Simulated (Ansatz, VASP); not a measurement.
# Fe: VASP beside Ansatz

```xyz
1
Lattice="-1.4390 1.4390 1.4390 1.4390 -1.4390 1.4390 1.4390 1.4390 -1.4390" Properties=species:S:1:pos:R:3 pbc="T T T"
Fe    0.0000    0.0000    0.0000
```

Alike in both runs: task single point; functional r2SCAN; k mesh 13 × 13 × 13; occupations gaussian, width 0.1 eV; collinear spin.

|  | VASP | Ansatz |
| --- | --- | --- |
| version | VASP 6.6.1 | Ansatz 0.2.0 |
| potentials or method | VASP PAW PBE potentials, release 64 (Fe), cutoff 520 eV | PAW, plane waves, scalar-relativistic |
| valence electrons in the cell | 8 | 16 |

Ansatz gave:

- pressure (GPa): -2.5
- net moment per atom (μB): 2.65
- size of the moment on the site where the two differ most (μB): 2.81

Task: Which values does VASP return?

Result: Pressure (GPa): -2.9; net moment per atom (μB): 2.65; size of the moment on the site where the two differ most (μB): 2.72.

VASP's potentials were made for PBE, not for r2SCAN. Site moments also hang on the region over which each program counts them. VASP's potentials hold 8 valence electrons a cell and Ansatz's 16, so a difference there can come from the potentials and not from the codes. Ansatz's warnings: stability check not made.
